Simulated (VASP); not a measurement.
# AlN (R3m) in VASP: notebook

The runs below take AlN through single point, with PBEsol.

Program: VASP 6.6.1. These are calculated values, not measurements. Logs are shortened: lines on timing, memory, paths and dates and some standing lists are left out, and cuts for length are marked.

## 1. The cell of the first run

The structure is trigonal, space group R3m (No. 160). The conventional cell has a = 3.891 Å, b = 3.891 Å, c = 4.766 Å, α = 90.00°, β = 90.00°, γ = 120.00°. Al (site symmetry 3m) has 1 N at 1.19 Å within 1.6 Å. Within 1.6 Å of N (site symmetry 3m) lie 1 Al at 1.19 Å.

## 2. Single point, PBEsol

Input file INCAR:

```
PREC = Accurate ; ENCUT = 520
EDIFF = 1E-7 ; ISMEAR = 0
SIGMA = 0.05 ; LREAL = False
LASPH = True ; NELM = 80
ALGO = Normal ; ISIF = 2
LWAVE = False ; LCHARG = False
GGA = PS ; NBANDS = 11
```

Input file KPOINTS:

```
Automatic mesh
0
Gamma
  10 10 10
```

Input file POSCAR:

```
AlN
1.0
   -0.9172198195      1.8344396390      1.8344396390
    1.8344396390     -0.9172198195      1.8344396390
    1.8344396390      1.8344396390     -0.9172198195
Al N
1 1
Direct
    0.0000000000      0.0000000000      0.0000000000
    0.7500000000      0.7500000000      0.7500000000
```

Potentials or basis: VASP PAW PBE potentials, release 64 (Al, N).

Started as:

```bash
$ cat potpaw_PBE.64/Al/POTCAR potpaw_PBE.64/N/POTCAR > POTCAR
$ mpirun -np 1 vasp_std > vasp.out
```

OUTCAR:

```text
PREC = Accurate
   ENCUT = 520
   EDIFF = 1E-7
   ISMEAR = 0
   LREAL = False
   LASPH = True
   NELM = 80
   ISIF = 2
   GGA = PS

 ion  position               nearest neighbor table
   1  0.000  0.000  0.000-   2 1.19   2 2.28   2 2.28   2 2.28
   2  0.750  0.750  0.750-   1 1.19   1 2.28   1 2.28   1 2.28

 -----------------------------------------------------------------------------
|                                                                             |
|           W    W    AA    RRRRR   N    N  II  N    N   GGGG   !!!           |
|           W    W   A  A   R    R  NN   N  II  NN   N  G    G  !!!           |
|           W    W  A    A  R    R  N N  N  II  N N  N  G       !!!           |
|           W WW W  AAAAAA  RRRRR   N  N N  II  N  N N  G  GGG   !            |
|           WW  WW  A    A  R   R   N   NN  II  N   NN  G    G                |
|           W    W  A    A  R    R  N    N  II  N    N   GGGG   !!!           |
|                                                                             |
|     The distance between some ions is very small. Please check the          |
|     nearest-neighbor list in the OUTCAR file.                               |
|     I HOPE YOU KNOW WHAT YOU ARE DOING!                                     |
|                                                                             |
 -----------------------------------------------------------------------------

  LATTYP: Found a simple cubic cell.
 ALAT       =     2.7516594585

  Lattice vectors:

 A1 = (  -0.9172198195,   1.8344396390,   1.8344396390)
 A2 = (   1.8344396390,  -0.9172198195,   1.8344396390)
 A3 = (   1.8344396390,   1.8344396390,  -0.9172198195)

Analysis of symmetry for initial positions (statically):
=====================================================================
 Subroutine PRICEL returns:
 Original cell was already a primitive cell.

 Routine SETGRP: Setting up the symmetry group for a
 simple cubic supercell.

 Subroutine GETGRP returns: Found  6 space group operations
 (whereof  6 operations were pure point group operations)
 out of a pool of 48 trial point group operations.

The static configuration has the point symmetry C_3v.

Analysis of symmetry for dynamics (positions and initial velocities):
=====================================================================
 Subroutine PRICEL returns:
 Original cell was already a primitive cell.

 Routine SETGRP: Setting up the symmetry group for a
 simple cubic supercell.

 Subroutine GETGRP returns: Found  6 space group operations
 (whereof  6 operations were pure point group operations)
 out of a pool of 48 trial point group operations.

The dynamic configuration has the point symmetry C_3v.

 Subroutine INISYM returns: Found  6 space group operations
[... 107 lines left out ...]
   PSTRESS=    0.0 pullay stress
   NELECT =       8.0000    total number of electrons
   NUPDOWN=      -1.0000    fix difference up-down
   EMIN   =  10.00;   EMAX   =-10.00  energy-range for DOS
   EFERMI =   0.00;   METHOD = LEGACY
   ISMEAR =     0;   SIGMA  =   0.05  broadening in eV -4-tet -1-fermi 0-gaus
   EFERMI_NEDOS =   21; number of points for ismear=-14 and -15
   IALGO  =     38    algorithm
   IMIX   =      4    mixing-type and parameters
     AMIX     =   0.40;   BMIX     =  1.00
     AMIX_MAG =   1.60;   BMIX_MAG =  1.00
  volume/ion in A,a.u.               =      10.42        70.30
  Fermi-wavevector in a.u.,A,eV,Ry     =   1.189899  2.248583 19.263943  1.415860
  Thomas-Fermi vector in A             =   2.325996
   LORBIT       =      0    0 simple, 1 ext, 2 COOP (PROOUT), +10 PAW based schemes
   GGA     = PS    functional components
   LHFCALC =     F    Hartree Fock is set to
   AEXX    =    0.0000 exact exchange contribution
   IVDW    =     0    specifies the selected vdW correction
   LEPSILON=     F    determine dielectric tensor
   LRPA    =     F    only Hartree local field effects (RPA)
 non-spin polarized calculation
 Gauss-broadening in eV      SIGMA  =   0.05
  energy-cutoff  :      520.00
  volume of cell :       20.83
 maximum number of plane-waves:       587
   NGX = 11   NGY = 11   NGZ = 11

 number of electron       8.0000004 magnetization

 Free energy of the ion-electron system (eV)
  ---------------------------------------------------
  ext. energy  EPLUGINS =         0.00000000
  ---------------------------------------------------
  free energy    TOTEN  =        -0.82114244 eV

  energy without entropy =       -0.82114244  energy(sigma->0) =       -0.82114244

 E-fermi :   7.3919     XC(G=0): -10.9733

 val. band max:        7.1643298193   @ k =   0.5000   0.0000   0.0000
 cond. band min:       7.7938893789   @ k =   0.5000   0.5000   0.1000
 fundamental gap:      0.6295595597
 Fermi energy:         7.3918838644

 k-point     1 :       0.0000    0.0000    0.0000
  band No.  band energies     occupation
      1      -8.8106      2.00000
      2       5.1124      2.00000
      3       5.1124      2.00000
      4       5.9657      2.00000
      5       8.2551      0.00000
      6      15.5298      0.00000
      7      15.5298      0.00000
      8      22.7857      0.00000
      9      22.7857      0.00000
     10      25.3766      0.00000
     11      27.2666      0.00000
[... 309 lines left out ...]
 k-point    24 :      -0.3000    0.3000    0.0000
  band No.  band energies     occupation
      1      -6.9994      2.00000
      2       1.3236      2.00000
      3       3.3390      2.00000
      4       7.0171      2.00000
      5      10.4637      0.00000
      6      13.7093      0.00000
      7      17.1907      0.00000
      8      20.5434      0.00000
      9      22.5742      0.00000
     10      23.3096      0.00000
     11      26.5499      0.00000

 [... further k-points ...]
[... 5 lines left out ...]
  --------------------------------------------------------------------------------------
  -------------------------------------------------------------------------------------
  Total       23.0744535     23.0744535     23.0744535     26.0353276     26.0353276     26.0353276
  in kB     1774.4262354   1774.4262354   1774.4262354   2002.1175543   2002.1175543   2002.1175543
  external PRESSURE =    1774.4262354 kB  Pullay stress =       0.0000000 kB

 VOLUME and BASIS-vectors are now :
 -----------------------------------------------------------------------------
  energy-cutoff  :      520.00
  volume of cell :       20.83
      direct lattice vectors                 reciprocal lattice vectors
    -0.917219819  1.834439639  1.834439639    -0.121139021  0.242278042  0.242278042
     1.834439639 -0.917219819  1.834439639     0.242278042 -0.121139021  0.242278042
     1.834439639  1.834439639 -0.917219819     0.242278042  0.242278042 -0.121139021

 POSITION                                       TOTAL-FORCE (eV/Angst)
 -----------------------------------------------------------------------------------
      0.00000      0.00000      0.00000        35.291537     35.291537     35.291537
      2.06374      2.06374      2.06374       -35.291537    -35.291537    -35.291537
 -----------------------------------------------------------------------------------
    total drift:                                0.000150      0.000150      0.000150

  FREE ENERGIE OF THE ION-ELECTRON SYSTEM (eV)
  ---------------------------------------------------
  free  energy   TOTEN  =        -0.8211424406 eV

  energy  without entropy=       -0.8211424406  energy(sigma->0) =       -0.82114244
```

OSZICAR:

```text
N       E                     dE             d eps       ncg     rms          rms(c)
DAV:   1     0.245896406040E+02    0.24590E+02   -0.39477E+03  2608   0.605E+02
DAV:   2    -0.672634516940E+01   -0.31316E+02   -0.29888E+02  3103   0.145E+02
DAV:   3    -0.786009589455E+01   -0.11338E+01   -0.11325E+01  3030   0.269E+01
DAV:   4    -0.786562415008E+01   -0.55283E-02   -0.55280E-02  2869   0.205E+00
DAV:   5    -0.786569396347E+01   -0.69813E-04   -0.69813E-04  3043   0.224E-01    0.148E+01
DAV:   6    -0.105240286196E+01    0.68133E+01   -0.32803E+01  2713   0.284E+01    0.435E+00
DAV:   7    -0.891429072678E+00    0.16097E+00   -0.53436E-01  2786   0.617E+00    0.245E+00
DAV:   8    -0.823991035218E+00    0.67438E-01   -0.11692E-01  2920   0.246E+00    0.376E-01
DAV:   9    -0.821569150691E+00    0.24219E-02   -0.12557E-02  2987   0.676E-01    0.299E-01
DAV:  10    -0.821165015596E+00    0.40414E-03   -0.13668E-03  2850   0.247E-01    0.151E-01
DAV:  11    -0.821159904229E+00    0.51114E-05   -0.25896E-04  2933   0.116E-01    0.503E-02
DAV:  12    -0.821142375546E+00    0.17529E-04   -0.51457E-05  2735   0.330E-02    0.104E-02
DAV:  13    -0.821142458811E+00   -0.83265E-07   -0.13665E-06  2927   0.833E-03    0.401E-03
DAV:  14    -0.821142440645E+00    0.18167E-07   -0.85038E-08  1468   0.220E-03
   1 F= -.82114244E+00 E0= -.82114244E+00  d E =-.856669E-13
```

It took 14 s on 1 thread of Intel Xeon 6975P-C, shared host; peak memory 0.14 GiB.

Results:

```yaml
Free_energy: -0.8211 eV
Pressure: 177.4 GPa
Largest_force: 61.127 eV/Å
Band_gap_on_the_k_mesh: 0.63 eV, indirect (least direct gap 0.97 eV)
```

Forces in eV/Å, atoms in the order of the input:
```
Al   35.292  35.292  35.292
N   -35.292 -35.292 -35.292
```

Stress tensor (GPa, compression positive):
```
177.44 200.21 200.21
200.21 177.44 200.21
200.21 200.21 177.44
```

Caveat: the PAW data sets were made with another functional, which shifts forces and pressure a little.

## 3. Single point, PBEsol

This run uses another cell than the first one, of the same volume but with other edges.

Input file INCAR:

```
SYSTEM = AlN
PREC = Accurate
ENCUT = 520
EDIFF = 1E-7
ISMEAR = 0
SIGMA = 0.05
LREAL = .False.
LASPH = .True.
NELM = 100
ALGO = Normal
ISIF = 2
LWAVE = .False.
LCHARG = .False.
GGA = PS
NBANDS = 11
```

Input file KPOINTS:

```
regular mesh
0
Gamma
  10 10 10
  0 0 0
```

Input file POSCAR:

```
AlN
1.0
    1.1556245580      2.8890613950      2.8890613950
    2.8890613950      1.1556245580      2.8890613950
    2.8890613950      2.8890613950      1.1556245580
Al N
1 1
Direct
    0.0000000000      0.0000000000      0.0000000000
    0.7500000000      0.7500000000      0.7500000000
```

Potentials or basis: VASP PAW PBE potentials, release 64 (Al, N).

Started as:

```bash
$ cat potpaw_PBE.64/Al/POTCAR potpaw_PBE.64/N/POTCAR > POTCAR
$ mpirun -np 1 vasp_std > vasp.out
```

OUTCAR:

```text
SYSTEM = AlN
   PREC = Accurate
   ENCUT = 520
   EDIFF = 1E-7
   ISMEAR = 0
   LREAL = .False.
   LASPH = .True.
   NELM = 100
   ISIF = 2
   GGA = PS

 ion  position               nearest neighbor table
   1  0.000  0.000  0.000-   2 1.73   2 1.73   2 1.73
   2  0.750  0.750  0.750-   1 1.73   1 1.73   1 1.73

  LATTYP: Found a trigonal (rhomboedric) cell.
 ALAT       =     4.2460357520
 COS(alpha) =     0.8333333333

  Lattice vectors:

 A1 = (   1.1556245580,   2.8890613950,   2.8890613950)
 A2 = (   2.8890613950,   1.1556245580,   2.8890613950)
 A3 = (   2.8890613950,   2.8890613950,   1.1556245580)

Analysis of symmetry for initial positions (statically):
=====================================================================
 Subroutine PRICEL returns:
 Original cell was already a primitive cell.

 Routine SETGRP: Setting up the symmetry group for a
 trigonal (rhombohedral) supercell.

 Subroutine GETGRP returns: Found  6 space group operations
 (whereof  6 operations were pure point group operations)
 out of a pool of 12 trial point group operations.

[... 165 lines left out ...]
 cond. band min:       7.2292195891   @ k =   0.4000   0.2000   0.1000
 fundamental gap:      0.0791390841
 Fermi energy:         7.2233038686

 k-point     1 :       0.0000    0.0000    0.0000
  band No.  band energies     occupation
      1     -10.8174      2.00000
      2       0.7424      2.00000
      3       3.5230      2.00000
      4       8.2052      0.00000
      5       8.2052      0.00000
      6      18.7713      0.00000
      7      22.0699      0.00000
      8      24.7397      0.00000
      9      24.7397      0.00000
     10      27.5483      0.00000
     11      28.0715      0.00000
[... 309 lines left out ...]
 k-point    24 :       0.4000    0.3000   -0.0000
  band No.  band energies     occupation
      1      -8.0311      2.00000
      2       1.6335      2.00000
      3       2.6261      2.00000
      4       6.0755      2.00000
      5       7.8539      0.00000
      6      13.2856      0.00000
      7      17.7197      0.00000
      8      20.7071      0.00000
      9      22.2627      0.00000
     10      25.6482      0.00000
     11      27.8741      0.00000

 [... further k-points ...]
[... 5 lines left out ...]
  --------------------------------------------------------------------------------------
  -------------------------------------------------------------------------------------
  Total        9.4421855      9.4421855      9.4421855     -4.9690989     -4.9690989     -4.9690989
  in kB      726.1043810    726.1043810    726.1043810   -382.1238726   -382.1238726   -382.1238726
  external PRESSURE =     726.1043810 kB  Pullay stress =       0.0000000 kB

 VOLUME and BASIS-vectors are now :
 -----------------------------------------------------------------------------
  energy-cutoff  :      520.00
  volume of cell :       20.83
      direct lattice vectors                 reciprocal lattice vectors
     1.155624558  2.889061395  2.889061395    -0.336518367  0.240370262  0.240370262
     2.889061395  1.155624558  2.889061395     0.240370262 -0.336518367  0.240370262
     2.889061395  2.889061395  1.155624558     0.240370262  0.240370262 -0.336518367

 POSITION                                       TOTAL-FORCE (eV/Angst)
 -----------------------------------------------------------------------------------
      0.00000      0.00000      0.00000        -1.187162     -1.187162     -1.187162
      5.20031      5.20031      5.20031         1.187162      1.187162      1.187162
 -----------------------------------------------------------------------------------
    total drift:                                0.000221      0.000221      0.000221

  FREE ENERGIE OF THE ION-ELECTRON SYSTEM (eV)
  ---------------------------------------------------
  free  energy   TOTEN  =        -9.7989876599 eV

  energy  without entropy=       -9.7984004541  energy(sigma->0) =       -9.79869406
```

OSZICAR:

```text
N       E                     dE             d eps       ncg     rms          rms(c)
DAV:   1     0.169621841796E+02    0.16962E+02   -0.38829E+03  2600   0.606E+02
DAV:   2    -0.122113379081E+02   -0.29174E+02   -0.27998E+02  3057   0.140E+02
DAV:   3    -0.132886829328E+02   -0.10773E+01   -0.10752E+01  3235   0.257E+01
DAV:   4    -0.132952291169E+02   -0.65462E-02   -0.65454E-02  2945   0.215E+00
DAV:   5    -0.132953281396E+02   -0.99023E-04   -0.99022E-04  3220   0.250E-01    0.101E+01
DAV:   6    -0.101819602186E+02    0.31134E+01   -0.29554E+01  3037   0.193E+01    0.447E+00
DAV:   7    -0.983883285587E+01    0.34313E+00   -0.19862E+00  2888   0.715E+00    0.222E+00
DAV:   8    -0.980048951075E+01    0.38343E-01   -0.18996E-01  3048   0.279E+00    0.453E-01
DAV:   9    -0.979914619814E+01    0.13433E-02   -0.15095E-02  3136   0.739E-01    0.197E-01
DAV:  10    -0.979899077390E+01    0.15542E-03   -0.38254E-04  3037   0.158E-01    0.110E-01
DAV:  11    -0.979898831941E+01    0.24545E-05   -0.81738E-05  2969   0.524E-02    0.341E-02
DAV:  12    -0.979898784829E+01    0.47112E-06   -0.70003E-06  3119   0.182E-02    0.503E-03
DAV:  13    -0.979898769680E+01    0.15149E-06   -0.18378E-06  3214   0.699E-03    0.177E-03
DAV:  14    -0.979898765993E+01    0.36869E-07   -0.10988E-07  1600   0.256E-03
   1 F= -.97989877E+01 E0= -.97986941E+01  d E =-.587206E-03
```

stdout:

```text
POSCAR found type information on POSCAR AlN
 POSCAR found :  2 types and       2 ions
 scaLAPACK will be used
 -----------------------------------------------------------------------------
|                                                                             |
|                                                                             |
|     You enforced a specific xc type in the INCAR file but a different       |
|     I HOPE YOU KNOW WHAT YOU ARE DOING!                                     |
|                                                                             |
 -----------------------------------------------------------------------------

 LDA part: xc-table for (Slater+PW92), standard interpolation
 POSCAR, INCAR and KPOINTS ok, starting setup
 FFT: planning ... GRIDC
 FFT: planning ... GRID_SOFT
 FFT: planning ... GRID
 WAVECAR not read
 entering main loop
```

Run time: 37 s. Hardware: 1 thread of Intel Xeon 6975P-C, shared host; peak memory 0.18 GiB.

Results:

- Free energy: -9.7990 eV
- Pressure: 72.6 GPa
- Largest force: 2.056 eV/Å
- Band gap on the k mesh: zero (band 4 reaches 8.21 eV, above the bottom of band 5 at 6.67 eV)

Forces in eV/Å, atoms in the order of the input:
```
Al  -1.187 -1.187 -1.187
N    1.187  1.187  1.187
```

Stress tensor (GPa, compression positive):
```
 72.61 -38.21 -38.21
-38.21  72.61 -38.21
-38.21 -38.21  72.61
```

Caveat: the PAW data sets were made with another functional, which shifts forces and pressure a little.

(Continued in part 2 of 2.)
